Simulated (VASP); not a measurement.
# ZrTi7C8 (Fm-3m) in VASP: relaxation of cell and atoms with PBEsol

Aim: the relaxation of cell and atoms of ZrTi7C8 with PBEsol.

All numbers are computed with VASP 6.6.1; they aren't measurements. Logs are shortened: lines on timing, memory, paths and dates and some standing lists are left out, and cuts for length are marked.

## 1. The cell of the first run

It takes space group Fm-3m (No. 225, cubic). The conventional cell has a = 8.695 Å, b = 8.695 Å, c = 8.695 Å, α = 90.00°, β = 90.00°, γ = 90.00°. Zr (site symmetry m-3m) has 6 C at 2.23 Å within 2.9 Å. Within 2.9 Å of Ti (site symmetry mmm) lie 6 C at 2.17 Å. Ti (site symmetry m-3m) has 6 C at 2.12 Å within 2.8 Å. C (site symmetry -43m) has 6 Ti at 2.17 Å within 2.9 Å. Within 2.8 Å of C (site symmetry 4mm) lie 5 Ti at 2.12 to 2.17 Å and 1 Zr at 2.23 Å.

## 2. Relaxation of cell and atoms, PBEsol

Contents of INCAR:

```
SYSTEM = ZrTi7C8
  PREC = Accurate
  ENCUT = 600
  EDIFF = 1E-7
  ISMEAR = 0
  SIGMA = 0.1
  LREAL = Auto
  LASPH = .True.
  NELM = 80
  ALGO = Normal
  ISIF = 3
  LWAVE = .False.
  LCHARG = .False.
  GGA = PS
  IBRION = 2
  NSW = 100
  EDIFFG = -0.005
```

Contents of KPOINTS:

```
Automatic mesh
0
Gamma
  8 8 8
  0 0 0
```

Contents of POSCAR:

```
ZrTi7C8
1.0
   -4.3473383814      4.3473383814      0.0000000000
   -4.3473383814      0.0000000000      4.3473383814
    0.0000000000      4.3473383814      4.3473383814
Zr Ti C
1 7 8
Direct
    0.0000000000      0.0000000000      0.0000000000
    0.5000000000      0.0000000000      0.0000000000
    0.0000000000      0.5000000000      0.0000000000
    0.0000000000      0.0000000000      0.5000000000
    0.5000000000      0.5000000000      0.0000000000
    0.5000000000      0.0000000000      0.5000000000
    0.0000000000      0.5000000000      0.5000000000
    0.5000000000      0.5000000000      0.5000000000
    0.7500000000      0.7500000000      0.7500000000
    0.2559280026      0.7440719974      0.7440719974
    0.7440719974      0.2559280026      0.7440719974
    0.7440719974      0.7440719974      0.2559280026
    0.2559280026      0.2559280026      0.7440719974
    0.2559280026      0.7440719974      0.2559280026
    0.7440719974      0.2559280026      0.2559280026
    0.2500000000      0.2500000000      0.2500000000
```

Potentials or basis: VASP PAW PBE potentials, release 64 (Zr_sv, Ti_sv, C).

Launch:

```bash
$ cat potpaw_PBE.64/Zr_sv/POTCAR potpaw_PBE.64/Ti_sv/POTCAR potpaw_PBE.64/C/POTCAR > POTCAR
$ mpirun -np 1 vasp_std > vasp.out
```

OUTCAR:

```text
SYSTEM = ZrTi7C8
   PREC = Accurate
   ENCUT = 600
   EDIFF = 1E-7
   ISMEAR = 0
   LREAL = Auto
   LASPH = .True.
   NELM = 80
   ISIF = 3
   GGA = PS
   IBRION = 2
   NSW = 100
   EDIFFG = -0.005

 ion  position               nearest neighbor table
   1  0.000  0.000  0.000-  10 2.23  11 2.23  12 2.23  13 2.23  14 2.23  15 2.23   2 3.07   3 3.07
                             4 3.07   4 3.07   6 3.07   7 3.07   3 3.07   5 3.07   7 3.07   2 3.07
   2  0.500  0.000  0.000-   9 2.17  16 2.17  12 2.17  13 2.17  14 2.17  11 2.17   1 3.07   1 3.07

   3  0.000  0.500  0.000-   9 2.17  16 2.17  12 2.17  13 2.17  15 2.17  10 2.17   1 3.07   1 3.07

   4  0.000  0.000  0.500-   9 2.17  16 2.17  11 2.17  14 2.17  15 2.17  10 2.17   1 3.07   1 3.07

   5  0.500  0.500  0.000-   9 2.17  16 2.17  11 2.17  14 2.17  15 2.17  10 2.17   1 3.07   1 3.07

   6  0.500  0.000  0.500-   9 2.17  16 2.17  12 2.17  13 2.17  15 2.17  10 2.17   1 3.07   1 3.07

   7  0.000  0.500  0.500-   9 2.17  16 2.17  12 2.17  13 2.17  14 2.17  11 2.17   1 3.07   1 3.07

   8  0.500  0.500  0.500-  10 2.12  11 2.12  12 2.12  13 2.12  14 2.12  15 2.12
   9  0.750  0.750  0.750-   2 2.17   3 2.17   4 2.17   5 2.17   6 2.17   7 2.17
  10  0.256  0.744  0.744-   8 2.12   4 2.17   5 2.17   6 2.17   3 2.17   1 2.23
  11  0.744  0.256  0.744-   8 2.12   4 2.17   5 2.17   7 2.17   2 2.17   1 2.23
  12  0.744  0.744  0.256-   8 2.12   3 2.17   6 2.17   7 2.17   2 2.17   1 2.23
  13  0.256  0.256  0.744-   8 2.12   3 2.17   6 2.17   7 2.17   2 2.17   1 2.23
  14  0.256  0.744  0.256-   8 2.12   4 2.17   5 2.17   7 2.17   2 2.17   1 2.23
  15  0.744  0.256  0.256-   8 2.12   4 2.17   5 2.17   6 2.17   3 2.17   1 2.23
  16  0.250  0.250  0.250-   2 2.17   3 2.17   4 2.17   5 2.17   6 2.17   7 2.17

  LATTYP: Found a face centered cubic cell.
 ALAT       =     8.6946767628

  Lattice vectors:

 A1 = (  -4.3473383814,   4.3473383814,   0.0000000000)
 A2 = (  -4.3473383814,   0.0000000000,   4.3473383814)
 A3 = (   0.0000000000,   4.3473383814,   4.3473383814)

Analysis of symmetry for initial positions (statically):
=====================================================================
 Subroutine PRICEL returns:
 Original cell was already a primitive cell.

 Routine SETGRP: Setting up the symmetry group for a
 face centered cubic supercell.

 Subroutine GETGRP returns: Found 48 space group operations
 (whereof 48 operations were pure point group operations)
 out of a pool of 48 trial point group operations.

The static configuration has the point symmetry O_h .

Analysis of symmetry for dynamics (positions and initial velocities):
=====================================================================
 Subroutine PRICEL returns:
 Original cell was already a primitive cell.

 Routine SETGRP: Setting up the symmetry group for a
 face centered cubic supercell.

 Subroutine GETGRP returns: Found 48 space group operations
 (whereof 48 operations were pure point group operations)
 out of a pool of 48 trial point group operations.

The dynamic configuration has the point symmetry O_h .

 Subroutine INISYM returns: Found 48 space group operations
 (whereof 48 operations are pure point group operations),
 and found     1 'primitive' translations

----------------------------------------------------------------------------------------

                                     Primitive cell

  volume of cell :     164.3237

  direct lattice vectors                    reciprocal lattice vectors
    -4.347338381  4.347338381  0.000000000    -0.115012901  0.115012901 -0.115012901
    -4.347338381  0.000000000  4.347338381    -0.115012901 -0.115012901  0.115012901
     0.000000000  4.347338381  4.347338381     0.115012901  0.115012901  0.115012901

  length of vectors
     6.148064899  6.148064899  6.148064899     0.199208189  0.199208189  0.199208189

  position of ions in fractional coordinates (direct lattice)
     0.000000000  0.000000000  0.000000000
     0.500000000  0.000000000  0.000000000
     0.000000000  0.500000000  0.000000000
     0.000000000  0.000000000  0.500000000
     0.500000000  0.500000000  0.000000000
     0.500000000  0.000000000  0.500000000
[... 8 lines left out ...]
     0.744071997  0.255928003  0.255928003
     0.250000000  0.250000000  0.250000000

  ion indices of the primitive-cell ions
   primitive index   ion index
                 1           1
                 2           2
                 3           3
                 4           4
                 5           5
                 6           6
[... 8 lines left out ...]
                15          15
                16          16

----------------------------------------------------------------------------------------

 KPOINTS: Automatic mesh

Automatic generation of k-mesh.
 Grid dimensions read from file:
 generate k-points for:    8    8    8

 Generating k-lattice:

  Cartesian coordinates                     Fractional coordinates (reciprocal lattice)
    -0.014376613  0.014376613 -0.014376613     0.125000000  0.000000000  0.000000000
    -0.014376613 -0.014376613  0.014376613     0.000000000  0.125000000  0.000000000
     0.014376613  0.014376613  0.014376613     0.000000000  0.000000000  0.125000000

  Length of vectors
     0.024901024  0.024901024  0.024901024

  Shift w.r.t. Gamma in fractional coordinates (k-lattice)
     0.000000000  0.000000000  0.000000000

 Subroutine IBZKPT returns following result:
 ===========================================

 Found     29 irreducible k-points:

 Following reciprocal coordinates:
            Coordinates               Weight
  0.000000  0.000000  0.000000      1.000000
  0.125000  0.000000  0.000000      8.000000
  0.250000  0.000000  0.000000      8.000000
  0.375000  0.000000  0.000000      8.000000
  0.500000  0.000000  0.000000      4.000000
  0.125000  0.125000  0.000000      6.000000
[... 16 lines left out ...]
  0.500000  0.250000  0.125000     48.000000
 -0.375000  0.250000  0.125000     24.000000
 [... further k-points ...]
   k-points           NKPTS =     29   k-points in BZ     NKDIM =     29   number of bands    NBANDS=     76
   number of dos      NEDOS =    301   number of ions     NIONS =     16
   total plane-waves  NPLWV = 125000
   dimension x,y,z NGX =    50 NGY =   50 NGZ =   50
   dimension x,y,z NGXF=   100 NGYF=  100 NGZF=  100
   ions per type =               1   7   8
   NGX,Y,Z   is equivalent  to a cutoff of  13.52, 13.52, 13.52 a.u.
   NGXF,Y,Z  is equivalent  to a cutoff of  27.04, 27.04, 27.04 a.u.
 SYSTEM =  ZrTi7C8
   PREC   = accura    normal or accurate (medium, high low for compatibility)
   ISTART =      0    job   : 0-new  1-cont  2-samecut
   ICHARG =      2    charge: 1-file 2-atom 10-const
   ISPIN  =      1    spin polarized calculation?
   LNONCOLLINEAR =      F non collinear calculations
   LSORBIT =      F    spin-orbit coupling
   LASPH  =      T    aspherical Exc in radial PAW
   ENCUT  =  600.0 eV  44.10 Ry    6.64 a.u.  12.28 12.28 12.28*2*pi/ulx,y,z
   NELM   =     80;   NELMIN=  2; NELMDL= -5     # of ELM steps
   EDIFF  = 0.1E-06   stopping-criterion for ELM
   LREAL  =      T    real-space projection
   EDIFFG = -.5E-02   stopping-criterion for IOM
   NSW    =    100    number of steps for IOM
   IBRION =      2    ionic relax: 0-MD 1-quasi-New 2-CG
   NFREE  =      1    steps in history (QN), initial steepest desc. (CG)
   ISIF   =      3    stress and relaxation
   ISYM   =      2    0-nonsym 1-usesym 2-fastsym
   POTIM  = 0.5000    time-step for ionic-motion
   TEBEG  =    0.0;   TEEND  =   0.0 temperature during run
   PSTRESS=    0.0 pullay stress
   NELECT =     128.0000    total number of electrons
   NUPDOWN=      -1.0000    fix difference up-down
   EMIN   =  10.00;   EMAX   =-10.00  energy-range for DOS
   EFERMI =   0.00;   METHOD = LEGACY
   ISMEAR =     0;   SIGMA  =   0.10  broadening in eV -4-tet -1-fermi 0-gaus
   EFERMI_NEDOS =   21; number of points for ismear=-14 and -15
   IALGO  =     38    algorithm
   IMIX   =      4    mixing-type and parameters
     AMIX     =   0.40;   BMIX     =  1.00
     AMIX_MAG =   1.60;   BMIX_MAG =  1.00
  volume/ion in A,a.u.               =      10.27        69.31
  Fermi-wavevector in a.u.,A,eV,Ry     =   1.506300  2.846494 30.870785  2.268939
  Thomas-Fermi vector in A             =   2.617035
   LORBIT       =      0    0 simple, 1 ext, 2 COOP (PROOUT), +10 PAW based schemes
   GGA     = PS    functional components
   LHFCALC =     F    Hartree Fock is set to
   AEXX    =    0.0000 exact exchange contribution
   IVDW    =     0    specifies the selected vdW correction
   LEPSILON=     F    determine dielectric tensor
   LRPA    =     F    only Hartree local field effects (RPA)
 conjugate gradient relaxation of ions
 non-spin polarized calculation
 Gauss-broadening in eV      SIGMA  =   0.10
  energy-cutoff  :      600.00
  volume of cell :      164.32
 maximum number of plane-waves:      5577
 NGX is ok and might be reduce to    50
   NGX = 25   NGY = 25   NGZ = 25

--------------------------------------- Ionic step        1  -------------------------------------------

 number of electron     127.9999975 magnetization

 Free energy of the ion-electron system (eV)
  ---------------------------------------------------
  ext. energy  EPLUGINS =         0.00000000
  ---------------------------------------------------
  free energy    TOTEN  =      -158.60966479 eV

  energy without entropy =     -158.59467858  energy(sigma->0) =     -158.60217168

------------------------ aborting loop because EDIFF is reached ----------------------------------------

  FORCE on cell =-STRESS in cart. coord.  units (eV):
  Direction    XX          YY          ZZ          XY          YZ          ZX
  --------------------------------------------------------------------------------------
  -------------------------------------------------------------------------------------
  Total        0.1812106      0.1812106      0.1812106      0.0000000      0.0000000     -0.0000000
  in kB        1.7668261      1.7668261      1.7668261      0.0000000      0.0000000     -0.0000000
  external PRESSURE =       1.7668261 kB  Pullay stress =       0.0000000 kB
[... 285 lines left out ...]
  energy  without entropy=     -158.5947497623  energy(sigma->0) =     -158.60224942

--------------------------------------- Ionic step        7  -------------------------------------------

 number of electron     127.9999975 magnetization

 Free energy of the ion-electron system (eV)
  ---------------------------------------------------
  ext. energy  EPLUGINS =         0.00000000
  ---------------------------------------------------
  free energy    TOTEN  =      -158.60975234 eV

  energy without entropy =     -158.59475284  energy(sigma->0) =     -158.60225259

 E-fermi :   9.5767     XC(G=0): -12.8879

 val. band max:        9.5697262838   @ k =   0.2500   0.2500   0.0000
 cond. band min:       9.5768576677   @ k =   0.2500   0.1250   0.0000
 fundamental gap:      0.0071313840
 Fermi energy:         9.5766659763

 k-point     1 :       0.0000    0.0000    0.0000
  band No.  band energies     occupation
      1     -46.7328      2.00000
      2     -46.6816      2.00000
      3     -46.6816      2.00000
      4     -46.6816      2.00000
      5     -46.6580      2.00000
      6     -46.6580      2.00000
[... 1885 lines left out ...]
     75      12.5418      0.00000
     76      12.5709      0.00000

 [... further k-points ...]
[... 5 lines left out ...]
  --------------------------------------------------------------------------------------
  -------------------------------------------------------------------------------------
  Total        0.0066576      0.0066576      0.0066576      0.0000000      0.0000000     -0.0000000
  in kB        0.0648715      0.0648715      0.0648715      0.0000000      0.0000000     -0.0000000
  external PRESSURE =       0.0648715 kB  Pullay stress =       0.0000000 kB
[... 31 lines left out ...]
  FREE ENERGIE OF THE ION-ELECTRON SYSTEM (eV)
  ---------------------------------------------------
  free  energy   TOTEN  =      -158.6097523447 eV

  energy  without entropy=     -158.5947528435  energy(sigma->0) =     -158.60225259

 reached required accuracy - stopping structural energy minimisation
```

Wall time 53 min (1 thread of AMD EPYC 9R45 (Zen 5), shared host); peak memory 0.53 GiB.

Results:

```
Free energy                           : -158.6098 eV
Relaxed volume                        : 10.28 Å³/atom
Relaxed cell                          : a = 6.149 Å, b = 6.149 Å, c = 6.149 Å, α = 60.00°, β = 60.00°, γ = 60.00°
Space group after relaxing (to 0.1 Å) : Fm-3m (No. 225)
Energy gained by relaxing             : 0.0 meV/atom
Ionic steps                           : 7
Pressure after relaxing               : 0.0 GPa
Band gap on the k mesh                : zero (bands 64 and 65 overlap by 0.73 eV)
```

Final structure:
```xyz
16
Lattice="-4.3483 4.3483 0.0000 -4.3483 0.0000 4.3483 0.0000 4.3483 4.3483" Properties=species:S:1:pos:R:3 pbc="T T T"
Zr    0.0000    4.3483    4.3483
Ti   -2.1741    6.5224    4.3483
Ti   -2.1741    4.3483    6.5224
Ti    0.0000    2.1741    2.1741
Ti   -4.3483    6.5224    6.5224
Ti   -2.1741    4.3483    2.1741
Ti   -2.1741    2.1741    4.3483
Ti   -4.3483    4.3483    4.3483
C    -6.5224    6.5224    6.5224
C    -4.3483    4.3483    6.4703
C    -4.3483    6.4703    4.3483
C    -6.4703    4.3483    4.3483
C    -2.2262    4.3483    4.3483
C    -4.3483    2.2262    4.3483
C    -4.3483    4.3483    2.2262
C    -2.1741    2.1741    2.1741
```

Levels at points of the mesh, in eV from the Fermi level:
| k point | band 62 | band 63 | band 64 | band 65 | band 66 | band 67 |
| --- | --- | --- | --- | --- | --- | --- |
| (0.00, 0.00, 0.00) | 0.17 | 0.17 | 0.17 | 0.71 | 0.71 | 0.71 |
| (0.50, 0.00, 0.00) | -1.74 | -1.67 | -1.67 | 1.41 | 1.41 | 1.41 |
| (0.50, 0.50, 0.00) | -0.65 | -0.43 | -0.43 | -0.34 | -0.34 | 2.06 |

Caveat: the PAW data sets were made with another functional, which shifts forces and pressure a little.
